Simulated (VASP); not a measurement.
# VH2 (Fm-3m) in VASP: further runs

Runs on VH2. Level: HSE06. Tasks: single point.

Everything below comes from runs of VASP 6.6.1. Logs are shortened: lines on timing, memory, paths and dates and some standing lists are left out, and cuts for length are marked.

**1. The cell of the first run**

Symmetry: Fm-3m, No. 225, cubic system. The conventional cell has a = 4.271 Å, b = 4.271 Å, c = 4.271 Å, α = 90.00°, β = 90.00°, γ = 90.00°. V (site symmetry m-3m) has 8 H at 1.85 Å within 2.5 Å. Within 2.5 Å of H (site symmetry -43m) lie 4 V at 1.85 Å and 6 H at 2.14 Å.

**2. Single point, HSE06, collinear spin, ferromagnetic start**

POSCAR reads:

```
VH2
1.0
    0.0000000000      4.2710000000      4.2710000000
    2.1355000000      0.0000000000      2.1355000000
    2.1355000000      2.1355000000      0.0000000000
V H
2 4
Direct
    0.0000000000      0.0000000000      0.0000000000
    0.5000000000      0.0000000000      0.0000000000
    0.1250000000      0.2500000000      0.2500000000
    0.6250000000      0.2500000000      0.2500000000
    0.3750000000      0.7500000000      0.7500000000
    0.8750000000      0.7500000000      0.7500000000
```

INCAR.step1 reads:

```
SYSTEM = VH2
PREC = Accurate
ENCUT = 400
EDIFF = 1E-5
ISMEAR = -1
SIGMA = 0.1
LREAL = .False.
LASPH = .True.
NELM = 200
ALGO = Normal
ISIF = 2
LWAVE = .True.
LCHARG = .False.
ISPIN = 2
MAGMOM = 1.36 1.36 -0.01 -0.01 -0.01 -0.01
LORBIT = 11
LMAXMIX = 4
NBANDS = 28
GGA = PE
GGA_COMPAT = .False.
```

INCAR.step2 reads:

```
SYSTEM = VH2
PREC = Accurate
ENCUT = 400
EDIFF = 1E-6
ISMEAR = -1
SIGMA = 0.1
LREAL = .False.
LASPH = .True.
NELM = 200
ALGO = Normal
ISIF = 2
LWAVE = .False.
LCHARG = .False.
ISPIN = 2
MAGMOM = 1.36 1.36 -0.01 -0.01 -0.01 -0.01
LORBIT = 11
LMAXMIX = 4
GGA = PE
LHFCALC = .True.
HFSCREEN = 0.2079
PRECFOCK = Normal
NBANDS = 28
ISTART = 1
GGA_COMPAT = .False.
```

KPOINTS reads:

```
Automatic mesh
0
Gamma
  2 4 4
  0 0 0
```

Potentials or basis: VASP PAW PBE potentials, release 64 (V_sv, H).

Started as:

```bash
> cat potpaw_PBE.64/V_sv/POTCAR potpaw_PBE.64/H/POTCAR > POTCAR
> cp INCAR.step1 INCAR
> mpirun -np 1 vasp_std > vasp.out
> cp INCAR.step2 INCAR
> mpirun -np 1 vasp_std > vasp.out
```

OUTCAR:

```text
SYSTEM = VH2
   PREC = Accurate
   ENCUT = 400
   EDIFF = 1E-6
   ISMEAR = -1
   LREAL = .False.
   LASPH = .True.
   NELM = 200
   ISIF = 2
   ISPIN = 2
   LORBIT = 11
   GGA = PE
   LHFCALC = .True.
   HFSCREEN = 0.2079
   PRECFOCK = Normal
   ISTART = 1

 ion  position               nearest neighbor table
   1  0.000  0.000  0.000-   6 1.85   6 1.85   4 1.85   5 1.85   3 1.85   3 1.85   3 1.85   6 1.85

   2  0.500  0.000  0.000-   5 1.85   5 1.85   3 1.85   6 1.85   4 1.85   4 1.85   5 1.85   4 1.85

   3  0.125  0.250  0.250-   1 1.85   1 1.85   2 1.85   1 1.85
   4  0.625  0.250  0.250-   2 1.85   2 1.85   1 1.85   2 1.85
   5  0.375  0.750  0.750-   1 1.85   2 1.85   2 1.85   2 1.85
   6  0.875  0.750  0.750-   2 1.85   1 1.85   1 1.85   1 1.85

  LATTYP: Found a trigonal (rhomboedric) cell.
 ALAT       =     5.2308853457
 COS(alpha) =     0.8333333333

  Lattice vectors:

 A1 = (   2.1355000000,  -2.1355000000,  -4.2710000000)
 A2 = (   4.2710000000,  -2.1355000000,  -2.1355000000)
 A3 = (   2.1355000000,  -4.2710000000,  -2.1355000000)

Analysis of symmetry for initial positions (statically):
=====================================================================
 Subroutine PRICEL returns following result:

  LATTYP: Found a face centered cubic cell.
 ALAT       =     4.2710000000
[... 12 lines left out ...]
 Subroutine GETGRP returns: Found 12 space group operations
 (whereof 12 operations were pure point group operations)
 out of a pool of 12 trial point group operations.

The static configuration has the point symmetry D_3d.

Analysis of symmetry for dynamics (positions and initial velocities):
=====================================================================
 Subroutine PRICEL returns following result:

  LATTYP: Found a face centered cubic cell.
 ALAT       =     4.2710000000
[... 12 lines left out ...]
 Subroutine GETGRP returns: Found 12 space group operations
 (whereof 12 operations were pure point group operations)
 out of a pool of 12 trial point group operations.

The dynamic configuration has the point symmetry D_3d.

Analysis of structural, dynamic, and magnetic symmetry:
=====================================================================
 Subroutine PRICEL returns following result:

  LATTYP: Found a face centered cubic cell.
 ALAT       =     4.2710000000
[... 12 lines left out ...]
 Subroutine GETGRP returns: Found 12 space group operations
 (whereof 12 operations were pure point group operations)
 out of a pool of 12 trial point group operations.

The overall configuration has the point symmetry D_3d.

 Subroutine INISYM returns: Found 12 space group operations
 (whereof 12 operations are pure point group operations),
 and found     2 'primitive' translations

----------------------------------------------------------------------------------------

                                     Primitive cell

  volume of cell :      19.4773

  direct lattice vectors                    reciprocal lattice vectors
     0.000000000  2.135500000  2.135500000    -0.234137204  0.234137204  0.234137204
     2.135500000  0.000000000  2.135500000     0.234137204 -0.234137204  0.234137204
     2.135500000  2.135500000  0.000000000     0.234137204  0.234137204 -0.234137204

  length of vectors
     3.020053062  3.020053062  3.020053062     0.405537534  0.405537534  0.405537534

  position of ions in fractional coordinates (direct lattice)
     0.000000000  0.000000000  0.000000000
     0.250000000  0.250000000  0.250000000
     0.750000000  0.750000000  0.750000000

  ion indices of the primitive-cell ions
   primitive index   ion index
                 1           1
                 2           3
                 3           6

----------------------------------------------------------------------------------------

 KPOINTS: Automatic mesh

Automatic generation of k-mesh.
 Grid dimensions read from file:
 generate k-points for:    2    4    4

 Generating k-lattice:

  Cartesian coordinates                     Fractional coordinates (reciprocal lattice)
[... 48 lines left out ...]
   dimension x,y,z NGXF=    80 NGYF=   40 NGZF=   40
   ions per type =               2   4
   NGX,Y,Z   is equivalent  to a cutoff of  11.01, 11.01, 11.01 a.u.
   NGXF,Y,Z  is equivalent  to a cutoff of  22.02, 22.02, 22.02 a.u.
 SYSTEM =  VH2
   PREC   = accura    normal or accurate (medium, high low for compatibility)
   ISTART =      1    job   : 0-new  1-cont  2-samecut
   ICHARG =      0    charge: 1-file 2-atom 10-const
   ISPIN  =      2    spin polarized calculation?
   LNONCOLLINEAR =      F non collinear calculations
   LSORBIT =      F    spin-orbit coupling
   LASPH  =      T    aspherical Exc in radial PAW
   ENCUT  =  400.0 eV  29.40 Ry    5.42 a.u.   9.85  4.92  4.92*2*pi/ulx,y,z
   NELM   =    200;   NELMIN=  2; NELMDL=  0     # of ELM steps
   EDIFF  = 0.1E-05   stopping-criterion for ELM
   LREAL  =      F    real-space projection
   EDIFFG = 0.1E-04   stopping-criterion for IOM
   NSW    =      0    number of steps for IOM
   IBRION =     -1    ionic relax: 0-MD 1-quasi-New 2-CG
   NFREE  =      0    steps in history (QN), initial steepest desc. (CG)
   ISIF   =      2    stress and relaxation
   ISYM   =      3    0-nonsym 1-usesym 2-fastsym
   POTIM  = 0.5000    time-step for ionic-motion
   TEBEG  =    0.0;   TEEND  =   0.0 temperature during run
   PSTRESS=    0.0 pullay stress
   NELECT =      30.0000    total number of electrons
   NUPDOWN=      -1.0000    fix difference up-down
   EMIN   =  10.00;   EMAX   =-10.00  energy-range for DOS
   EFERMI =   0.00;   METHOD = LEGACY
   ISMEAR =    -1;   SIGMA  =   0.10  broadening in eV -4-tet -1-fermi 0-gaus
   EFERMI_NEDOS =   21; number of points for ismear=-14 and -15
   IALGO  =     38    algorithm
   IMIX   =      1    mixing-type and parameters
     AMIX     =   0.40;   BMIX     =  1.00
     AMIX_MAG =   1.60;   BMIX_MAG =  1.00
  volume/ion in A,a.u.               =       6.49        43.81
  Fermi-wavevector in a.u.,A,eV,Ry     =   1.500591  2.835706 30.637237  2.251773
  Thomas-Fermi vector in A             =   2.612072
   LORBIT       =     11    0 simple, 1 ext, 2 COOP (PROOUT), +10 PAW based schemes
   GGA     = PE    functional components
   LHFCALC =     T    Hartree Fock is set to
   PRECFOCK=normal    Normal, Fast or Accurate (Low or Medium for compatibility)
   ENCUT4O =  -1.0   cutoff for four orbital integrals eV
   NKREDX  =     1    reduce k-point grid by
   NKREDY  =     1    reduce k-point grid by
   NKREDZ  =     1    reduce k-point grid by
   AEXX    =    0.2500 exact exchange contribution
   HFSCREEN=    0.2079 screening length (either q_TF or 0.3 A-1)
   HFSCREENC=   0.2079 screening length for correlation (either q_TF or 0.3 A-1)
   ENCUTFOCK=  -1.0 apply spherical cutoff to Coloumb kernel
   IVDW    =     0    specifies the selected vdW correction
   LEPSILON=     F    determine dielectric tensor
   LRPA    =     F    only Hartree local field effects (RPA)
 spin polarized calculation
  energy-cutoff  :      400.00
  volume of cell :       38.95
 maximum number of plane-waves:       723
 NGX is ok and might be reduce to    40
  NGX = 30; NGY = 16; NGZ = 16

 number of electron      30.0000002 magnetization       3.2510828

 Free energy of the ion-electron system (eV)
  ---------------------------------------------------
  ext. energy  EPLUGINS =         0.00000000
  ---------------------------------------------------
  free energy    TOTEN  =       -39.59027254 eV

  energy without entropy =      -39.54370067  energy(sigma->0) =      -39.56698661

 E-fermi :   8.2486     XC(G=0):  -9.8960

 val. band max:        8.0676824676   @ k =   0.5000   0.0000   0.0000
 cond. band min:       8.3090914431   @ k =   0.5000   0.2500   0.0000
 fundamental gap:      0.2414089756
 Fermi energy:         8.2486196858

 spin component 1

 k-point     1 :       0.0000    0.0000    0.0000
  band No.  band energies     occupation
      1     -62.0351      1.00000
      2     -61.9813      1.00000
      3     -34.5835      1.00000
      4     -34.2524      1.00000
      5     -34.2523      1.00000
      6     -34.2007      1.00000
[... 229 lines left out ...]
     26      19.2503      0.00000
     27      22.8128      0.00000
 Fermi energy:         8.2486196858

 spin component 2

 k-point     1 :       0.0000    0.0000    0.0000
  band No.  band energies     occupation
      1     -60.0682      1.00000
      2     -60.0110      1.00000
      3     -32.4680      1.00000
      4     -32.1067      1.00000
      5     -32.1067      1.00000
      6     -32.0626      1.00000
[... 229 lines left out ...]
     26      19.5561      0.00000
     27      23.7760      0.00000
 [bands above 27 left out]

------------------------ aborting loop because EDIFF is reached ----------------------------------------

  FORCE on cell =-STRESS in cart. coord.  units (eV):
  Direction    XX          YY          ZZ          XY          YZ          ZX
  --------------------------------------------------------------------------------------
  -------------------------------------------------------------------------------------
  Total        0.3871376      0.3871376      0.3871376     -0.0002925      0.0002925     -0.0002925
  in kB       15.9227190     15.9227190     15.9227190     -0.0120287      0.0120287     -0.0120287
  external PRESSURE =      15.9227190 kB  Pullay stress =       0.0000000 kB

 VOLUME and BASIS-vectors are now :
 -----------------------------------------------------------------------------
  energy-cutoff  :      400.00
  volume of cell :       38.95
      direct lattice vectors                 reciprocal lattice vectors
     0.000000000  4.271000000  4.271000000    -0.117068602  0.117068602  0.117068602
     2.135500000  0.000000000  2.135500000     0.234137204 -0.234137204  0.234137204
     2.135500000  2.135500000  0.000000000     0.234137204  0.234137204 -0.234137204

 POSITION                                       TOTAL-FORCE (eV/Angst)
 -----------------------------------------------------------------------------------
      0.00000      0.00000      0.00000        -0.000000     -0.000000      0.000000
      0.00000      2.13550      2.13550        -0.000000     -0.000000      0.000000
      1.06775      1.06775      1.06775        -0.000051      0.000051      0.000051
      1.06775      3.20325      3.20325        -0.000051      0.000051      0.000051
      3.20325      3.20325      3.20325         0.000051     -0.000051     -0.000051
      3.20325      5.33875      5.33875         0.000051     -0.000051     -0.000051
 -----------------------------------------------------------------------------------
    total drift:                                0.000000      0.000000      0.000000

  FREE ENERGIE OF THE ION-ELECTRON SYSTEM (eV)
  ---------------------------------------------------
  free  energy   TOTEN  =       -39.5902725397 eV

  energy  without entropy=      -39.5437006724  energy(sigma->0) =      -39.56698661

 total charge

# of ion       s       p       d       tot
------------------------------------------
    1        2.203   6.216   3.118  11.537
    2        2.203   6.216   3.118  11.537
    3        0.593   0.019   0.000   0.612
    4        0.593   0.019   0.000   0.612
    5        0.593   0.019   0.000   0.612
    6        0.593   0.019   0.000   0.612
--------------------------------------------------
tot          6.777  12.509   6.235  25.521

 magnetization (x)

# of ion       s       p       d       tot
------------------------------------------
    1        0.006   0.001   1.612   1.620
    2        0.006   0.001   1.612   1.620
    3       -0.022   0.003   0.000  -0.019
    4       -0.022   0.003   0.000  -0.019
    5       -0.022   0.003   0.000  -0.019
    6       -0.022   0.003   0.000  -0.019
--------------------------------------------------
tot         -0.075   0.013   3.224   3.162
```

Run time: 47 min. Hardware: 1 thread of Intel Xeon Platinum 8375C at 2.90GHz (Ice Lake), shared host; peak memory 0.27 GiB.

What came out:

| Item | Value |
| --- | --- |
| Free energy | -39.5903 eV |
| Pressure | 1.6 GPa |
| Net moment | 3.25 μB per cell |
| Site moments | V +1.62; H -0.02 μB |
| Valence electrons inside the program's atomic spheres | V 11.54; H 0.61 |

Levels at points of the mesh, in eV from the Fermi level:
Spin up:
```
           k point  band 13  band 14  band 15  band 16  band 17  band 18  band 19  band 20
(0.00, 0.00, 0.00)    -2.73    -1.81    -1.81    -1.24    -1.24    -1.24     0.97     1.23
(0.50, 0.00, 0.00)    -2.25    -2.25    -2.25    -2.25    -0.18    -0.18    -0.18    -0.18
(0.00, 0.50, 0.00)    -5.61    -2.73    -2.73    -0.89     1.23     1.23     2.16     2.16
(0.50, 0.50, 0.00)    -4.08    -4.08    -1.85    -1.85     1.51     1.51     2.00     2.00
```
Spin down:
```tsv
k point	band 9	band 10	band 11	band 12	band 13	band 14	band 15	band 16	band 17	band 18
(0.00, 0.00, 0.00)	-13.04	-8.89	-6.78	0.52	0.52	0.52	0.64	0.75	0.75	3.14
(0.50, 0.00, 0.00)	-11.39	-11.39	-4.43	-4.43	0.93	0.93	0.93	0.93	2.98	2.98
(0.00, 0.50, 0.00)	-8.89	-7.09	-6.81	-6.78	-3.36	0.75	0.75	3.65	3.65	3.77
(0.50, 0.50, 0.00)	-8.14	-8.14	-6.76	-6.76	-1.35	-1.35	1.95	1.95	3.69	3.69
```

Caveat: the k points lie up to 0.64 Å⁻¹ apart; the PAW data sets were made with another functional, which shifts forces and pressure a little.

**3. Single point, HSE06, collinear spin, ferromagnetic start**

POSCAR is that of step 2.

INCAR.step1 reads:

```
SYSTEM = VH2
PREC = Accurate
ENCUT = 400
EDIFF = 1E-5
ISMEAR = -1
SIGMA = 0.1
LREAL = .False.
LASPH = .True.
NELM = 200
ALGO = Normal
ISIF = 2
LWAVE = .True.
ISPIN = 2
MAGMOM = 0.4 0.4 0 0 0 0
LORBIT = 11
LMAXMIX = 4
GGA = PE
NBANDS = 28
GGA_COMPAT = .False.
```

INCAR.step2, as its differences from that of step 2:

```diff
@@ -12,5 +12,5 @@
 LWAVE = .False.
-LCHARG = .False.
+LCHARG = .True.
 ISPIN = 2
-MAGMOM = 1.36 1.36 -0.01 -0.01 -0.01 -0.01
+MAGMOM = 0.4 0.4 0 0 0 0
 LORBIT = 11
@@ -21,4 +21,6 @@
 PRECFOCK = Normal
+LELF = .True.
+LVHAR = .True.
+ISTART = 1
 NBANDS = 28
-ISTART = 1
 GGA_COMPAT = .False.
```

KPOINTS reads:

```
regular mesh
0
Gamma
  2 4 4
  0 0 0
```

Potentials or basis: VASP PAW PBE potentials, release 64 (V_sv, H).

Started as:

```bash
> cat potpaw_PBE.64/V_sv/POTCAR potpaw_PBE.64/H/POTCAR > POTCAR
> cp INCAR.step1 INCAR
> mpirun -np 1 vasp_std > vasp.out
> cp INCAR.step2 INCAR
> mpirun -np 1 vasp_std > vasp.out
```

Wall time 43 min (1 thread of Intel Xeon Platinum 8375C at 2.90GHz (Ice Lake), shared host); peak memory 0.27 GiB.

It converged, with:

```yaml
Free_energy: -39.5903 eV
Pressure: 1.6 GPa
Net_moment: 3.25 μB per cell
Site_moments: V +1.62; H -0.02 μB
Valence_electrons_inside_the_program's_atomic_spheres: V 11.54; H 0.61
```

Levels at points of the mesh, in eV from the Fermi level:
Spin up:
```
           k point  band 12  band 13  band 14  band 15  band 16  band 17  band 18  band 19  band 20  band 21
(0.00, 0.00, 0.00)    -2.73    -2.73    -1.81    -1.81    -1.24    -1.24    -1.24     0.97     1.23     1.23
(0.50, 0.00, 0.00)    -4.91    -2.25    -2.25    -2.25    -2.25    -0.18    -0.18    -0.18    -0.18     5.13
(0.00, 0.50, 0.00)    -6.78    -5.61    -2.73    -2.73    -0.89     1.23     1.23     2.16     2.16     4.81
(0.50, 0.50, 0.00)    -7.05    -4.08    -4.08    -1.85    -1.85     1.51     1.51     2.00     2.00     5.09
```
Spin down:
| k point | band 11 | band 12 | band 13 | band 14 | band 15 | band 16 |
| --- | --- | --- | --- | --- | --- | --- |
| (0.00, 0.00, 0.00) | -6.78 | 0.52 | 0.52 | 0.52 | 0.64 | 0.75 |
| (0.50, 0.00, 0.00) | -4.43 | -4.43 | 0.93 | 0.93 | 0.93 | 0.93 |
| (0.00, 0.50, 0.00) | -6.81 | -6.78 | -3.36 | 0.75 | 0.75 | 3.65 |
| (0.50, 0.50, 0.00) | -6.76 | -6.76 | -1.35 | -1.35 | 1.95 | 1.95 |

Caveat: the k points lie up to 0.64 Å⁻¹ apart; the PAW data sets were made with another functional, which shifts forces and pressure a little.
